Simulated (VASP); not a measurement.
# YSi2Ir2 (P4/nmm) in VASP: further runs, part 2 of 2

VASP 6.6.1.

## Step 5: Single point, LDA

This run uses another cell than the first one, of 16.76 Å³/atom, 1.095 times its volume.

Input file INCAR:

```
SYSTEM = YSi2Ir2
ALGO = Normal ; EDIFF = 1E-6
ENCUT = 520 ; ISIF = 2
ISMEAR = 1 ; LASPH = .True.
LCHARG = .False. ; LREAL = .False.
LWAVE = .False. ; NBANDS = 48
NELM = 100 ; PREC = Accurate
SIGMA = 0.1
```

Input file KPOINTS:

```
k-points
0
Gamma
  7 7 3
  0 0 0
```

Input file POSCAR:

```
YSi2Ir2
1.0
    4.1255850924      0.0000000000      0.0000000000
    0.0000000000      4.1255850924      0.0000000000
    0.0000000000      0.0000000000      9.8479094051
Y Si Ir
2 4 4
Direct
    0.5000000000      0.0000000000      0.2520000000
    0.0000000000      0.5000000000      0.7480000000
    0.0000000000      0.0000000000      0.5000000000
    0.5000000000      0.5000000000      0.5000000000
    0.5000000000      0.0000000000      0.8670000000
    0.0000000000      0.5000000000      0.1330000000
    0.0000000000      0.0000000000      0.0000000000
    0.5000000000      0.5000000000      0.0000000000
    0.5000000000      0.0000000000      0.6260000000
    0.0000000000      0.5000000000      0.3740000000
```

Potentials or basis: VASP PAW LDA potentials, release 64 (Y_sv, Si, Ir).

Started as:

```
> cat potpaw_LDA.64/Y_sv/POTCAR potpaw_LDA.64/Si/POTCAR potpaw_LDA.64/Ir/POTCAR > POTCAR
> mpirun -np 1 vasp_std > vasp.out
```

OUTCAR:

```text
SYSTEM = YSi2Ir2
   EDIFF = 1E-6
   ENCUT = 520
   ISIF = 2
   ISMEAR = 1
   LASPH = .True.
   LREAL = .False.
   NELM = 100
   PREC = Accurate

 ion  position               nearest neighbor table
   1  0.500  0.000  0.252-   6 3.14   6 3.14   6 3.14   6 3.14  10 3.15  10 3.15  10 3.15  10 3.15
                             4 3.20   3 3.20   4 3.20   3 3.20   7 3.23   8 3.23   7 3.23   8 3.23
   2  0.000  0.500  0.748-   5 3.14   5 3.14   5 3.14   5 3.14   9 3.15   9 3.15   9 3.15   9 3.15
                             3 3.20   3 3.20   4 3.20   4 3.20   8 3.23   8 3.23   7 3.23   7 3.23
   3  0.000  0.000  0.500-   9 2.41  10 2.41  10 2.41   9 2.41   4 2.92   4 2.92   4 2.92   4 2.92
                             1 3.20   2 3.20   2 3.20   1 3.20
   4  0.500  0.500  0.500-   9 2.41  10 2.41   9 2.41  10 2.41   3 2.92   3 2.92   3 2.92   3 2.92
                             2 3.20   1 3.20   2 3.20   1 3.20
   5  0.500  0.000  0.867-   9 2.37   8 2.44   7 2.44   8 2.44   7 2.44   2 3.14   2 3.14   2 3.14
                             2 3.14
   6  0.000  0.500  0.133-  10 2.37   8 2.44   7 2.44   7 2.44   8 2.44   1 3.14   1 3.14   1 3.14
                             1 3.14
   7  0.000  0.000  0.000-   5 2.44   6 2.44   6 2.44   5 2.44   8 2.92   8 2.92   8 2.92   8 2.92
                             1 3.23   2 3.23   2 3.23   1 3.23
   8  0.500  0.500  0.000-   5 2.44   6 2.44   5 2.44   6 2.44   7 2.92   7 2.92   7 2.92   7 2.92
                             2 3.23   1 3.23   2 3.23   1 3.23
   9  0.500  0.000  0.626-   5 2.37   4 2.41   3 2.41   4 2.41   3 2.41   2 3.15   2 3.15   2 3.15
                             2 3.15   1 3.68
  10  0.000  0.500  0.374-   6 2.37   4 2.41   3 2.41   3 2.41   4 2.41   1 3.15   1 3.15   1 3.15
                             1 3.15   2 3.68

  LATTYP: Found a simple tetragonal cell.
 ALAT       =     4.1255850924
 C/A-ratio  =     2.3870333988

  Lattice vectors:

 A1 = (   4.1255850924,   0.0000000000,   0.0000000000)
 A2 = (   0.0000000000,   4.1255850924,   0.0000000000)
 A3 = (   0.0000000000,   0.0000000000,   9.8479094051)

Analysis of symmetry for initial positions (statically):
=====================================================================
 Subroutine PRICEL returns:
 Original cell was already a primitive cell.

 Routine SETGRP: Setting up the symmetry group for a
 simple tetragonal supercell.

[... 166 lines left out ...]
 maximum number of plane-waves:      4533
 NGX is ok and might be reduce to    32
   NGX = 15   NGY = 15   NGZ = 37

 number of electron      73.9999991 magnetization

 Free energy of the ion-electron system (eV)
  ---------------------------------------------------
  ext. energy  EPLUGINS =         0.00000000
  ---------------------------------------------------
  free energy    TOTEN  =       -90.06738235 eV

  energy without entropy =      -90.06881572  energy(sigma->0) =      -90.06786014

 E-fermi :   7.7660     XC(G=0): -11.9494

 val. band max:        7.7481964188   @ k =   0.4286   0.2857   0.0000
 cond. band min:       7.7736890300   @ k =   0.0000   0.0000   0.0000
 fundamental gap:      0.0254926111
 Fermi energy:         7.7660280457

 k-point     1 :       0.0000    0.0000    0.0000
  band No.  band energies     occupation
      1     -34.3847      2.00000
      2     -34.3843      2.00000
      3     -14.6151      2.00000
      4     -14.5951      2.00000
      5     -14.4827      2.00000
      6     -14.4827      2.00000
[... 1009 lines left out ...]
     47      12.6428      0.00000
     48      12.8319      0.00000

------------------------ aborting loop because EDIFF is reached ----------------------------------------

  FORCE on cell =-STRESS in cart. coord.  units (eV):
  Direction    XX          YY          ZZ          XY          YZ          ZX
  --------------------------------------------------------------------------------------
  -------------------------------------------------------------------------------------
  Total       -7.2784828     -7.2784828     -8.5090532      0.0000000     -0.0000000      0.0000000
  in kB      -69.5722898    -69.5722898    -81.3348513      0.0000000     -0.0000000      0.0000000
  external PRESSURE =     -73.4931437 kB  Pullay stress =       0.0000000 kB

 VOLUME and BASIS-vectors are now :
 -----------------------------------------------------------------------------
  energy-cutoff  :      520.00
  volume of cell :      167.62
      direct lattice vectors                 reciprocal lattice vectors
     4.125585092  0.000000000  0.000000000     0.242389862  0.000000000  0.000000000
     0.000000000  4.125585092  0.000000000     0.000000000  0.242389862  0.000000000
     0.000000000  0.000000000  9.847909405     0.000000000  0.000000000  0.101544395

 POSITION                                       TOTAL-FORCE (eV/Angst)
 -----------------------------------------------------------------------------------
      2.06279      0.00000      2.48167         0.000000      0.000000      0.104312
      0.00000      2.06279      7.36624        -0.000000      0.000000     -0.104312
      0.00000      0.00000      4.92395        -0.000000      0.000000      0.000000
      2.06279      2.06279      4.92395        -0.000000     -0.000000      0.000000
      2.06279      0.00000      8.53814         0.000000     -0.000000      0.246002
      0.00000      2.06279      1.30977        -0.000000      0.000000     -0.246002
      0.00000      0.00000      0.00000        -0.000000     -0.000000      0.000000
      2.06279      2.06279      0.00000         0.000000      0.000000      0.000000
      2.06279      0.00000      6.16479         0.000000      0.000000      0.236513
      0.00000      2.06279      3.68312        -0.000000      0.000000     -0.236513
 -----------------------------------------------------------------------------------
    total drift:                                0.000000     -0.000000      0.000000

  FREE ENERGIE OF THE ION-ELECTRON SYSTEM (eV)
  ---------------------------------------------------
  free  energy   TOTEN  =       -90.0673823539 eV

  energy  without entropy=      -90.0688157172  energy(sigma->0) =      -90.06786014
```

stdout:

```text
POSCAR found type information on POSCAR Y SiIr
 POSCAR found :  3 types and      10 ions
 scaLAPACK will be used
 LDA part: xc-table for (Slater(with rela. corr.)+CA(PZ))
 , standard interpolation
 POSCAR, INCAR and KPOINTS ok, starting setup
 FFT: planning ... GRIDC
 FFT: planning ... GRID_SOFT
 FFT: planning ... GRID
 WAVECAR not read
 entering main loop
```

It took 4 min on 1 thread of Intel Xeon 6975P-C, shared host; peak memory 0.33 GiB.

Results:

- Free energy: -90.0674 eV
- Pressure: -7.3 GPa
- Largest force: 0.246 eV/Å
- Band gap on the k mesh: zero (band 37 reaches 8.44 eV, above the bottom of band 38 at 6.71 eV)

Forces in eV/Å, atoms in the order of the input:
```
Y    0.000  0.000  0.104
Y    0.000  0.000 -0.104
Si   0.000  0.000  0.000
Si   0.000  0.000  0.000
Si   0.000  0.000  0.246
Si   0.000  0.000 -0.246
Ir   0.000  0.000  0.000
Ir   0.000  0.000  0.000
Ir   0.000  0.000  0.237
Ir   0.000  0.000 -0.237
```

Stress tensor (GPa, compression positive):
```
-6.96  0.00  0.00
 0.00 -6.96  0.00
 0.00  0.00 -8.13
```

Caveat: spin-orbit coupling is left out, which moves the levels of the heavy elements.

## Step 6: Single point, LDA

This run uses another cell than the first one, of 17.25 Å³/atom, 1.126 times its volume.

Input file INCAR:

```
SYSTEM = YSi2Ir2
PREC = Accurate
ENCUT = 520
EDIFF = 1E-7
ISMEAR = 1
SIGMA = 0.1
LREAL = .FALSE.
LASPH = .TRUE.
NELM = 80
ALGO = Normal
ISIF = 2
LWAVE = .FALSE.
LCHARG = .FALSE.
NBANDS = 48
```

Input file KPOINTS:

```
Automatic mesh
0
G
  7 7 3
  0 0 0
```

POSCAR: that of step 5 with these lines changed.

```diff
@@ -2,5 +2,5 @@
 1.0
-    4.1255850924      0.0000000000      0.0000000000
-    0.0000000000      4.1255850924      0.0000000000
-    0.0000000000      0.0000000000      9.8479094051
+    4.1648787438      0.0000000000      0.0000000000
+    0.0000000000      4.1648787438      0.0000000000
+    0.0000000000      0.0000000000      9.9417046636
 Y Si Ir
```

Potentials or basis: VASP PAW LDA potentials, release 64 (Y_sv, Si, Ir).

Started as:

```
> cat potpaw_LDA.64/Y_sv/POTCAR potpaw_LDA.64/Si/POTCAR potpaw_LDA.64/Ir/POTCAR > POTCAR
> mpirun -np 1 vasp_std > vasp.out
```

Run time: 4.4 min. Hardware: 1 thread of Intel Xeon 6975P-C, shared host; peak memory 0.32 GiB.

Results (log left out):

- Free energy: -89.7760 eV
- Pressure: -11.9 GPa
- Largest force: 0.344 eV/Å
- Band gap on the k mesh: zero (band 37 reaches 8.13 eV, above the bottom of band 38 at 6.42 eV)

Forces in eV/Å, atoms in the order of the input:
```
Y    0.000  0.000  0.094
Y    0.000  0.000 -0.094
Si   0.000  0.000  0.000
Si   0.000  0.000  0.000
Si   0.000  0.000  0.344
Si   0.000  0.000 -0.344
Ir   0.000  0.000  0.000
Ir   0.000  0.000  0.000
Ir   0.000  0.000  0.106
Ir   0.000  0.000 -0.106
```

Stress tensor (GPa, compression positive):
```
-11.59   0.00   0.00
  0.00 -11.59   0.00
  0.00   0.00 -12.59
```

Levels at points of the mesh, in eV from the Fermi level:
```
           k point  band 34  band 35  band 36  band 37  band 38  band 39
(0.00, 0.00, 0.00)    -0.64     0.01     0.01     0.60     0.94     1.62
```

Caveat: spin-orbit coupling is left out, which moves the levels of the heavy elements.

## Step 7: Summary

```tsv
cell	gap on the mesh (eV)	pressure (GPa)	largest force (eV/Å)
a = 4.003, b = 4.003, c = 9.555 Å, 10 atoms	none	11.9	0.72
a = 4.045, b = 4.045, c = 9.655 Å, 10 atoms	none	4.4	0.54
a = 4.086, b = 4.086, c = 9.752 Å, 10 atoms	none	-1.9	0.38
a = 4.126, b = 4.126, c = 9.848 Å, 10 atoms	none	-7.3	0.25
a = 4.165, b = 4.165, c = 9.942 Å, 10 atoms	none	-11.9	0.34
```

Alike in all rows: task single point; level LDA; potentials or basis VASP PAW LDA potentials, release 64 (Y_sv, Si, Ir); no spin polarisation; k mesh 7 × 7 × 3; cutoff (eV) 520; smearing methfessel-paxton 0.1 eV.

Caveats: spin-orbit coupling is left out, which moves the levels of the heavy elements.

Total energies depend on the potentials used, so only differences within one code and one set of settings carry meaning.
